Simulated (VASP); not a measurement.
# InSb (Pmmn) in VASP: notebook

The runs below take InSb through single point, with PBE.

Everything below comes from runs of VASP 6.6.1. Logs are shortened: lines on timing, memory, paths and dates and some standing lists are left out, and cuts for length are marked.

## Step 1: The cell of the first run

The structure is orthorhombic, space group Pmmn (No. 59). Conventional cell: a = 5.920 Å, b = 5.938 Å, c = 3.222 Å, α = 90.00°, β = 90.00°, γ = 90.00°. In (site symmetry mm2) has 8 Sb at 3.09 to 3.79 Å and 6 In at 3.22 to 4.19 Å within 4.2 Å. Sb (site symmetry mm2) has 8 In at 3.09 to 3.79 Å and 2 Sb at 3.22 Å within 4.1 Å.

## Step 2: Single point, PBE

Contents of INCAR:

```
PREC = Accurate
ENCUT = 520
EDIFF = 1E-6
ISMEAR = 0
SIGMA = 0.1
LREAL = F
LASPH = T
NELM = 60
ALGO = Normal
ISIF = 2
LWAVE = F
LCHARG = F
GGA = PE
NBANDS = 26
```

Contents of KPOINTS:

```
regular mesh
0
Gamma
  10 10 18
```

Contents of POSCAR:

```
InSb
1.0
    5.9204200000      0.0000000000      0.0000000000
    0.0000000000      5.9380040000      0.0000000000
    0.0000000000      0.0000000000      3.2224990000
In Sb
2 2
Direct
    0.0000000000      0.0000000000      0.0088050000
    0.5000000000      0.5000000000      0.9911950000
    0.0000000000      0.5000000000      0.2769970000
    0.5000000000      0.0000000000      0.7230030000
```

Potentials or basis: VASP PAW PBE potentials, release 64 (In_d, Sb).

Run with:

```sh
> cat potpaw_PBE.64/In_d/POTCAR potpaw_PBE.64/Sb/POTCAR > POTCAR
> mpirun -np 1 vasp_std > vasp.out
```

OUTCAR:

```text
PREC = Accurate
   ENCUT = 520
   EDIFF = 1E-6
   ISMEAR = 0
   LREAL = F
   LASPH = T
   NELM = 60
   ISIF = 2
   GGA = PE

 ion  position               nearest neighbor table
   1  0.000  0.000  0.009-   3 3.09   3 3.09   4 3.10   4 3.10   4 3.75   4 3.75   3 3.79   3 3.79

   2  0.500  0.500  0.991-   4 3.09   4 3.09   3 3.10   3 3.10   3 3.75   3 3.75   4 3.79   4 3.79

   3  0.000  0.500  0.277-   1 3.09   1 3.09   2 3.10   2 3.10   2 3.75   2 3.75   1 3.79   1 3.79

   4  0.500  0.000  0.723-   2 3.09   2 3.09   1 3.10   1 3.10   1 3.75   1 3.75   2 3.79   2 3.79

  LATTYP: Found a simple orthorhombic cell.
 ALAT       =     3.2224990000
 B/A-ratio  =     1.8372139138
 C/A-ratio  =     1.8426705485

  Lattice vectors:

 A1 = (   0.0000000000,   0.0000000000,   3.2224990000)
 A2 = (   5.9204200000,   0.0000000000,   0.0000000000)
 A3 = (   0.0000000000,   5.9380040000,   0.0000000000)

Analysis of symmetry for initial positions (statically):
=====================================================================
 Subroutine PRICEL returns:
 Original cell was already a primitive cell.

 Routine SETGRP: Setting up the symmetry group for a
 simple orthorhombic supercell.

 Subroutine GETGRP returns: Found  8 space group operations
 (whereof  4 operations were pure point group operations)
 out of a pool of  8 trial point group operations.

The static configuration has the point symmetry C_2v.
 The point group associated with its full space group is D_2h.

Analysis of symmetry for dynamics (positions and initial velocities):
=====================================================================
 Subroutine PRICEL returns:
 Original cell was already a primitive cell.

 Routine SETGRP: Setting up the symmetry group for a
 simple orthorhombic supercell.

 Subroutine GETGRP returns: Found  8 space group operations
 (whereof  4 operations were pure point group operations)
 out of a pool of  8 trial point group operations.

The dynamic configuration has the point symmetry C_2v.
 The point group associated with its full space group is D_2h.

 Subroutine INISYM returns: Found  8 space group operations
 (whereof  4 operations are pure point group operations),
 and found     1 'primitive' translations

----------------------------------------------------------------------------------------

                                     Primitive cell

  volume of cell :     113.2885

  direct lattice vectors                    reciprocal lattice vectors
     5.920420000  0.000000000  0.000000000     0.168906936  0.000000000  0.000000000
     0.000000000  5.938004000  0.000000000     0.000000000  0.168406758  0.000000000
     0.000000000  0.000000000  3.222499000     0.000000000  0.000000000  0.310318172

  length of vectors
     5.920420000  5.938004000  3.222499000     0.168906936  0.168406758  0.310318172

  position of ions in fractional coordinates (direct lattice)
     0.000000000  0.000000000  0.008805000
     0.500000000  0.500000000  0.991195000
     0.000000000  0.500000000  0.276997000
     0.500000000  0.000000000  0.723003000

  ion indices of the primitive-cell ions
   primitive index   ion index
                 1           1
                 2           2
                 3           3
                 4           4

----------------------------------------------------------------------------------------

 KPOINTS: regular mesh

Automatic generation of k-mesh.
 Grid dimensions read from file:
 generate k-points for:   10   10   18

 Generating k-lattice:

  Cartesian coordinates                     Fractional coordinates (reciprocal lattice)
     0.016890694  0.000000000  0.000000000     0.100000000  0.000000000  0.000000000
     0.000000000  0.016840676  0.000000000     0.000000000  0.100000000  0.000000000
     0.000000000  0.000000000  0.017239898     0.000000000  0.000000000  0.055555556

  Length of vectors
     0.016890694  0.016840676  0.017239898

  Shift w.r.t. Gamma in fractional coordinates (k-lattice)
     0.000000000  0.000000000  0.000000000

 Subroutine IBZKPT returns following result:
 ===========================================

 Found    360 irreducible k-points:

 Following reciprocal coordinates:
            Coordinates               Weight
  0.000000  0.000000  0.000000      1.000000
  0.100000  0.000000  0.000000      2.000000
  0.200000  0.000000  0.000000      2.000000
  0.300000  0.000000  0.000000      2.000000
  0.400000  0.000000  0.000000      2.000000
  0.500000  0.000000  0.000000      1.000000
[... 16 lines left out ...]
  0.400000  0.300000  0.000000      4.000000
  0.500000  0.300000  0.000000      2.000000
 [... further k-points ...]
   k-points           NKPTS =    360   k-points in BZ     NKDIM =    360   number of bands    NBANDS=     26
   number of dos      NEDOS =    301   number of ions     NIONS =      4
   total plane-waves  NPLWV =  55296
   dimension x,y,z NGX =    48 NGY =   48 NGZ =   24
   dimension x,y,z NGXF=    96 NGYF=   96 NGZF=   48
   ions per type =               2   2
   NGX,Y,Z   is equivalent  to a cutoff of  13.48, 13.44, 12.38 a.u.
   NGXF,Y,Z  is equivalent  to a cutoff of  26.96, 26.88, 24.76 a.u.
 SYSTEM =  unknown system
   PREC   = accura    normal or accurate (medium, high low for compatibility)
   ISTART =      0    job   : 0-new  1-cont  2-samecut
   ICHARG =      2    charge: 1-file 2-atom 10-const
   ISPIN  =      1    spin polarized calculation?
   LNONCOLLINEAR =      F non collinear calculations
   LSORBIT =      F    spin-orbit coupling
   LASPH  =      T    aspherical Exc in radial PAW
   ENCUT  =  520.0 eV  38.22 Ry    6.18 a.u.  11.01 11.04  5.99*2*pi/ulx,y,z
   NELM   =     60;   NELMIN=  2; NELMDL= -5     # of ELM steps
   EDIFF  = 0.1E-05   stopping-criterion for ELM
   LREAL  =      F    real-space projection
   EDIFFG = 0.1E-04   stopping-criterion for IOM
   NSW    =      0    number of steps for IOM
   IBRION =     -1    ionic relax: 0-MD 1-quasi-New 2-CG
   NFREE  =      0    steps in history (QN), initial steepest desc. (CG)
   ISIF   =      2    stress and relaxation
   ISYM   =      2    0-nonsym 1-usesym 2-fastsym
   POTIM  = 0.5000    time-step for ionic-motion
   TEBEG  =    0.0;   TEEND  =   0.0 temperature during run
   PSTRESS=    0.0 pullay stress
   NELECT =      36.0000    total number of electrons
   NUPDOWN=      -1.0000    fix difference up-down
   EMIN   =  10.00;   EMAX   =-10.00  energy-range for DOS
   EFERMI =   0.00;   METHOD = LEGACY
   ISMEAR =     0;   SIGMA  =   0.10  broadening in eV -4-tet -1-fermi 0-gaus
   EFERMI_NEDOS =   21; number of points for ismear=-14 and -15
   IALGO  =     38    algorithm
   IMIX   =      4    mixing-type and parameters
     AMIX     =   0.40;   BMIX     =  1.00
     AMIX_MAG =   1.60;   BMIX_MAG =  1.00
  volume/ion in A,a.u.               =      28.32       191.13
  Fermi-wavevector in a.u.,A,eV,Ry     =   1.117156  2.111118 16.980574  1.248037
  Thomas-Fermi vector in A             =   2.253776
   LORBIT       =      0    0 simple, 1 ext, 2 COOP (PROOUT), +10 PAW based schemes
   GGA     = PE    functional components
   LHFCALC =     F    Hartree Fock is set to
   AEXX    =    0.0000 exact exchange contribution
   IVDW    =     0    specifies the selected vdW correction
   LEPSILON=     F    determine dielectric tensor
   LRPA    =     F    only Hartree local field effects (RPA)
 non-spin polarized calculation
 Gauss-broadening in eV      SIGMA  =   0.10
  energy-cutoff  :      520.00
  volume of cell :      113.29
 maximum number of plane-waves:      3088
 NGX is ok and might be reduce to    48
   NGX = 23   NGY = 23   NGZ = 11

 number of electron      36.0000004 magnetization

 Free energy of the ion-electron system (eV)
  ---------------------------------------------------
  ext. energy  EPLUGINS =         0.00000000
  ---------------------------------------------------
  free energy    TOTEN  =       -13.37117896 eV

  energy without entropy =      -13.36316545  energy(sigma->0) =      -13.36717221

 E-fermi :   7.1283     XC(G=0):  -9.8745

 val. band max:        7.1189887505   @ k =   0.2000   0.1000   0.4444
 cond. band min:       7.1332555076   @ k =   0.1000   0.4000   0.2778
 fundamental gap:      0.0142667572
 Fermi energy:         7.1283301660

 k-point     1 :       0.0000    0.0000    0.0000
  band No.  band energies     occupation
      1      -7.6792      2.00000
      2      -7.6482      2.00000
      3      -7.5570      2.00000
      4      -7.4437      2.00000
      5      -7.4269      2.00000
      6      -7.3670      2.00000
[... 18 lines left out ...]
     25      15.5416      0.00000
     26      15.6701      0.00000

 k-point     2 :       0.1000    0.0000    0.0000
  band No.  band energies     occupation
      1      -7.6782      2.00000
      2      -7.6487      2.00000
      3      -7.5527      2.00000
      4      -7.4421      2.00000
      5      -7.4287      2.00000
      6      -7.3691      2.00000
[... 18 lines left out ...]
     25      15.2660      0.00000
     26      15.5881      0.00000

 k-point     3 :       0.2000    0.0000    0.0000
  band No.  band energies     occupation
      1      -7.6753      2.00000
      2      -7.6503      2.00000
      3      -7.5404      2.00000
      4      -7.4371      2.00000
      5      -7.4344      2.00000
      6      -7.3751      2.00000
[... 18 lines left out ...]
     25      14.2683      0.00000
     26      15.1599      0.00000

 k-point     4 :       0.3000    0.0000    0.0000
  band No.  band energies     occupation
      1      -7.6710      2.00000
      2      -7.6529      2.00000
      3      -7.5221      2.00000
      4      -7.4445      2.00000
      5      -7.4293      2.00000
      6      -7.3843      2.00000
[... 18 lines left out ...]
     25      13.9609      0.00000
     26      14.6135      0.00000

 k-point     5 :       0.4000    0.0000    0.0000
  band No.  band energies     occupation
      1      -7.6660      2.00000
      2      -7.6566      2.00000
      3      -7.5005      2.00000
      4      -7.4595      2.00000
      5      -7.4192      2.00000
      6      -7.3955      2.00000
[... 18 lines left out ...]
     25      13.9637      0.00000
     26      14.3707      0.00000

 k-point     6 :       0.5000    0.0000    0.0000
  band No.  band energies     occupation
      1      -7.6611      2.00000
      2      -7.6611      2.00000
      3      -7.4787      2.00000
      4      -7.4787      2.00000
      5      -7.4076      2.00000
      6      -7.4076      2.00000
[... 427 lines left out ...]
 k-point    21 :       0.2000    0.3000    0.0000
  band No.  band energies     occupation
      1      -7.6684      2.00000
      2      -7.6538      2.00000
      3      -7.5097      2.00000
      4      -7.4462      2.00000
      5      -7.4255      2.00000
      6      -7.3892      2.00000
[... 18 lines left out ...]
     25      13.4301      0.00000
     26      13.5844      0.00000

 k-point    22 :       0.3000    0.3000    0.0000
  band No.  band energies     occupation
      1      -7.6659      2.00000
      2      -7.6552      2.00000
      3      -7.4964      2.00000
      4      -7.4499      2.00000
      5      -7.4210      2.00000
      6      -7.3946      2.00000
[... 18 lines left out ...]
     25      13.5585      0.00000
     26      13.7095      0.00000

 k-point    23 :       0.4000    0.3000    0.0000
  band No.  band energies     occupation
      1      -7.6629      2.00000
      2      -7.6573      2.00000
      3      -7.4816      2.00000
      4      -7.4569      2.00000
      5      -7.4151      2.00000
      6      -7.4013      2.00000
[... 18 lines left out ...]
     25      13.9687      0.00000
     26      14.4701      0.00000

 k-point    24 :       0.5000    0.3000    0.0000
  band No.  band energies     occupation
      1      -7.6600      2.00000
      2      -7.6600      2.00000
      3      -7.4677      2.00000
      4      -7.4677      2.00000
      5      -7.4083      2.00000
      6      -7.4083      2.00000
[... 18 lines left out ...]
     25      14.3011      0.00000
     26      14.3011      0.00000

 [... further k-points ...]
[... 5 lines left out ...]
  --------------------------------------------------------------------------------------
  -------------------------------------------------------------------------------------
  Total       -0.3527525     -0.2753849      0.4832624      0.0000000      0.0000000      0.0000000
  in kB       -4.9887862     -3.8946178      6.8345166      0.0000000      0.0000000      0.0000000
  external PRESSURE =      -0.6829624 kB  Pullay stress =       0.0000000 kB

 VOLUME and BASIS-vectors are now :
 -----------------------------------------------------------------------------
  energy-cutoff  :      520.00
  volume of cell :      113.29
      direct lattice vectors                 reciprocal lattice vectors
     5.920420000  0.000000000  0.000000000     0.168906936  0.000000000  0.000000000
     0.000000000  5.938004000  0.000000000     0.000000000  0.168406758  0.000000000
     0.000000000  0.000000000  3.222499000     0.000000000  0.000000000  0.310318172

 POSITION                                       TOTAL-FORCE (eV/Angst)
 -----------------------------------------------------------------------------------
      0.00000      0.00000      0.02837         0.000000      0.000000      0.000203
      2.96021      2.96900      3.19412         0.000000      0.000000     -0.000203
      0.00000      2.96900      0.89262         0.000000      0.000000     -0.052359
      2.96021      0.00000      2.32988         0.000000      0.000000      0.052359
 -----------------------------------------------------------------------------------
    total drift:                                0.000000      0.000000      0.000000

  FREE ENERGIE OF THE ION-ELECTRON SYSTEM (eV)
  ---------------------------------------------------
  free  energy   TOTEN  =       -13.3711789588 eV

  energy  without entropy=      -13.3631654528  energy(sigma->0) =      -13.36717221
```

Wall time 11 min (1 thread of Intel Xeon 8259CL, shared host); peak memory 0.94 GiB.

Results:

```
Free energy            : -13.3712 eV
Pressure               : -0.1 GPa
Largest force          : 0.052 eV/Å
Band gap on the k mesh : zero (bands 18 and 19 overlap by 2.69 eV)
```

Forces on the atoms (eV/Å):
```
In   0.000  0.000  0.000
In   0.000  0.000  0.000
Sb   0.000  0.000 -0.052
Sb   0.000  0.000  0.052
```

Stress tensor (GPa, compression positive):
```
-0.50  0.00  0.00
 0.00 -0.39  0.00
 0.00  0.00  0.68
```

Caveat: spin-orbit coupling is left out, which moves the levels of the heavy elements.

## Step 3: Single point, PBE

INCAR: that of step 2 with these lines changed.

```diff
@@ -2,3 +2,3 @@
 ENCUT = 520
-EDIFF = 1E-6
+EDIFF = 1E-7
 ISMEAR = 0
```

Contents of KPOINTS:

```
regular mesh
0
Gamma
  10 10 16
```

POSCAR is that of step 2.

Potentials or basis: VASP PAW PBE potentials, release 64 (In_d, Sb).

Run with:

```sh
> cat potpaw_PBE.64/In_d/POTCAR potpaw_PBE.64/Sb/POTCAR > POTCAR
> mpirun -np 1 vasp_std > vasp.out
```

Run time: 19 min. Hardware: 1 thread of Intel Xeon 8259CL, shared host; peak memory 0.87 GiB.

Results (log left out):

```yaml
Free_energy: -13.3718 eV
Pressure: 0.0 GPa
Largest_force: 0.051 eV/Å
Band_gap_on_the_k_mesh: zero (bands 18 and 19 overlap by 2.74 eV)
```

Forces on the atoms (eV/Å):
```
In   0.000  0.000 -0.001
In   0.000  0.000  0.001
Sb   0.000  0.000 -0.051
Sb   0.000  0.000  0.051
```

Stress tensor (GPa, compression positive):
```
-0.43  0.00  0.00
 0.00 -0.34  0.00
 0.00  0.00  0.72
```

Levels at points of the mesh, in eV from the Fermi level:
| k point | band 15 | band 16 | band 17 | band 18 | band 19 | band 20 | band 21 | band 22 |
| --- | --- | --- | --- | --- | --- | --- | --- | --- |
| (0.00, 0.00, 0.00) | -4.56 | -3.42 | -2.03 | -2.01 | 3.23 | 3.67 | 4.51 | 5.87 |
| (0.50, 0.00, 0.00) | -3.57 | -3.57 | 0.15 | 0.15 | 3.05 | 3.05 | 4.18 | 4.18 |
| (0.00, 0.50, 0.00) | -3.57 | -3.57 | 0.11 | 0.11 | 3.03 | 3.03 | 4.18 | 4.18 |
| (0.50, 0.50, 0.00) | -0.44 | -0.44 | 1.50 | 1.50 | 1.73 | 1.73 | 1.87 | 1.87 |
| (0.00, 0.00, 0.50) | -2.25 | -1.72 | -1.67 | -0.89 | -0.82 | -0.77 | 0.41 | 0.83 |
| (0.50, 0.00, 0.50) | -2.19 | -2.19 | -1.32 | -1.32 | -1.16 | -1.16 | 2.42 | 2.42 |
| (0.00, 0.50, 0.50) | -2.16 | -2.16 | -1.26 | -1.26 | -1.10 | -1.10 | 2.31 | 2.31 |
| (0.50, 0.50, 0.50) | -4.04 | -4.04 | -2.89 | -2.89 | 2.80 | 2.80 | 3.09 | 3.09 |

Caveat: spin-orbit coupling is left out, which moves the levels of the heavy elements.
